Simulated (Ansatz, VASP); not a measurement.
**MgO in VASP and in Ansatz**

The input POSCAR:

```
MgO
1.0
   -0.0407820479      2.1021674168      2.1021674168
    2.1021674168     -0.0407820479      2.1021674168
    2.0613853690      2.0613853690      0.0000000000
Mg O
1 1
Direct
    0.0000000000      0.0000000000      0.0000000000
    0.5000000000      0.5000000000      0.5000000000
```

INCAR.step1

```
SYSTEM = MgO
PREC = Accurate ; ENCUT = 520
ISMEAR = 0 ; SIGMA = 0.01
LREAL = .False. ; LASPH = .True.
NELM = 100 ; NBANDS = 11
GGA = PE ; ALGO = Normal
EDIFF = 1E-4 ; LWAVE = .True.
LCHARG = .False.
```

File INCAR.step2:

```
SYSTEM = MgO
PREC = Accurate ; ENCUT = 520
EDIFF = 1E-7 ; ISMEAR = 0
SIGMA = 0.01 ; LREAL = .False.
LASPH = .True. ; NELM = 100
ALGO = Normal ; ISIF = 2
LWAVE = .False. ; LCHARG = .False.
METAGGA = R2SCAN ; LMIXTAU = .True.
NBANDS = 11 ; ISTART = 1
```

Contents of KPOINTS:

```
regular mesh
0
Gamma
  10 10 10
  0 0 0
```

Input for Ansatz:

```yaml
crystal:
  lattice:
    - [-0.0407820479, 2.1021674168, 2.1021674168]
    - [2.1021674168, -0.0407820479, 2.1021674168]
    - [2.061385369, 2.061385369, 0.0]
  atoms:
    - { symbol: Mg, position: [0.0, 0.0, 0.0] }
    - { symbol: O, position: [0.5, 0.5, 0.5] }
kpoints:
  mp_grid: { grid: [10, 10, 10] }
  band_path:
    path:
      - [0.0, 0.0, 0.0]
      - [0.5, 0.0, 0.5]
      - [0.625, 0.25, 0.625]
      - [0.375, 0.375, 0.75]
      - [0.5, 0.5, 0.5]
      - [0.5, 0.25, 0.75]
    npoints: 1
hamiltonian:
  xc: r2scan
scf:
  occupations: { method: fixed }
  n_extra_bands: 4
output:
  forces: true
  stress: true
  eigenvalues: true
```

Change from the starting cell: shear_xy strain -3.9%.

Alike in both runs: task single point; functional r2SCAN; k mesh 10 × 10 × 10; no spin polarisation.

|  | VASP | Ansatz |
| --- | --- | --- |
| version | VASP 6.6.1 | Ansatz 0.2.0 |
| potentials or method | VASP PAW PBE potentials, release 64 (Mg, O) | plane waves, PAW |
| plane-wave cutoff (eV) | 520 | 500 |
| occupations | gaussian, width 0.01 eV | fixed |
| valence electrons in the cell | 8 | 16 |

Ansatz gave:

```
gap on the k mesh at the Fermi level (eV)                     : 5.52
pressure (GPa)                                                : 0.1
traceless stress, the component that is largest in VASP (GPa) : 6.09
```

Which values does VASP return?

gap on the k mesh at the Fermi level (eV): 5.49; pressure (GPa): -1.1; traceless stress, the component that is largest in VASP (GPa): 6.13.

VASP's potentials were made for PBE, not for r2SCAN. VASP's potentials hold 8 valence electrons a cell and Ansatz's 16, so a difference there can come from the potentials and not from the codes.
